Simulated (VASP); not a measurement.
Write the native input for VASP 6.6.1 that does the following.

* Task: single point
* Functional: r2SCAN
* Potentials or basis: VASP PAW PBE potentials, release 64 (Zn, Se)
* Cutoff: 520 eV
* k mesh: 8 × 8 × 8
* Occupations: gaussian, width 0.05 eV
* Spin: no spin polarisation
* Dipole correction: no
* Further INCAR settings: ALGO = Normal; EDIFF = 1e-06; NBANDS = 16

ZnSe:

```xyz
2
Lattice="0.0000 2.6063 2.7196 2.6063 0.0000 2.7196 2.6063 2.6063 0.0000" Properties=species:S:1:pos:R:3 pbc="T T T"
Zn    0.0000    0.0000    0.0000
Se    3.9095    3.9095    4.0794
```

This cell differs from its parent crystal: strain -0.080 along x and y, -0.040 along z.

These files were run (other wordings do the same):

POSCAR

```
ZnSe
1.0
    0.0000000000      2.6063096149      2.7196274243
    2.6063096149      0.0000000000      2.7196274243
    2.6063096149      2.6063096149      0.0000000000
Zn Se
1 1
Direct
    0.0000000000      0.0000000000      0.0000000000
    0.7500000000      0.7500000000      0.7500000000
```

INCAR.step1

```
ALGO     = Normal         # electronic algorithm
EDIFF    = 1E-4           # SCF threshold, eV
ENCUT    = 520            # plane-wave cutoff, eV
GGA      = PE             # functional
ISMEAR   = 0              # smearing method
LASPH    = True           # aspherical terms in the spheres
LCHARG   = False          # write CHGCAR
LREAL    = False          # projectors in reciprocal space
LWAVE    = True           # write WAVECAR
NBANDS   = 16             # bands
NELM     = 80             # most SCF steps
PREC     = Accurate       # precision mode
SIGMA    = 0.05           # smearing width, eV
```

INCAR.step2

```
ALGO     = Normal         # electronic algorithm
EDIFF    = 1E-6           # SCF threshold, eV
ENCUT    = 520            # plane-wave cutoff, eV
ISIF     = 2              # what is computed and relaxed
ISMEAR   = 0              # smearing method
ISTART   = 1            
LASPH    = True           # aspherical terms in the spheres
LCHARG   = False          # write CHGCAR
LMIXTAU  = True         
LREAL    = False          # projectors in reciprocal space
LWAVE    = False          # write WAVECAR
METAGGA  = R2SCAN         # meta-GGA
NBANDS   = 16             # bands
NELM     = 80             # most SCF steps
PREC     = Accurate       # precision mode
SIGMA    = 0.05           # smearing width, eV
```

KPOINTS

```
k-points
0
Gamma
  8 8 8
```

Potentials or basis: VASP PAW PBE potentials, release 64 (Zn, Se).

Command:

```sh
$ cat potpaw_PBE.64/Zn/POTCAR potpaw_PBE.64/Se/POTCAR > POTCAR
$ cp INCAR.step1 INCAR
$ mpirun -np 1 vasp_std > vasp.out
$ cp INCAR.step2 INCAR
$ mpirun -np 1 vasp_std > vasp.out
```

Results of the run:

```json
{"Pressure": "21.7 GPa", "Band gap on the k mesh": "2.63 eV (least direct gap 2.77 eV)"}
```

Caveat: the cell differs from its parent crystal (strain -0.080 along x and y, -0.040 along z); the cell stands under pressure; the PAW data sets were made with another functional, which shifts forces and pressure a little.

It took 3.8 min on 1 thread of Intel Xeon 8259CL, on a shared host, peak memory 0.18 GiB.
